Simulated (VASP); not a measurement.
# Au: single point with PBEsol

Crystal: Au.

```
Au
1.0
     2.87485    0.00000    0.00000
    -1.43742    2.48969    0.00000
     0.00000    0.00000    4.80347
Au
2
Direct
  0.33333 0.66667 0.75000
  0.66667 0.33333 0.25000
```

- Program: VASP 6.6.1
- Task: single point
- Functional: PBEsol
- Potentials or basis: VASP PAW PBE potentials, release 64 (Au)
- Cutoff: 500 eV
- k mesh: 9 × 9 × 5
- Occupations: methfessel-paxton, width 0.1 eV
- Spin: no spin polarisation
- Dipole correction: no
- Further INCAR settings: ALGO = Normal; EDIFF = 1e-06; NBANDS = 18

```yaml
Pressure: -2.0 GPa
Band_gap_on_the_k_mesh: zero (band 11 reaches 12.73 eV, above the bottom of band 12 at 6.70 eV)
```

Levels at points of the mesh, in eV from the Fermi level:
| k point | band 8 | band 9 | band 10 | band 11 | band 12 | band 13 | band 14 | band 15 |
| --- | --- | --- | --- | --- | --- | --- | --- | --- |
| (0.00, 0.00, 0.00) | -3.51 | -3.51 | -2.13 | -2.13 | -1.11 | 2.72 | 14.56 | 15.80 |

Wall time 9 s on 1 thread of Intel(R) Xeon(R) Platinum 8559C (Emerald Rapids), with other jobs on the host, peak memory 0.15 GiB.

Caveat: the PAW data sets were made with another functional, which shifts forces and pressure a little; spin-orbit coupling is left out, which moves the levels of the heavy elements.
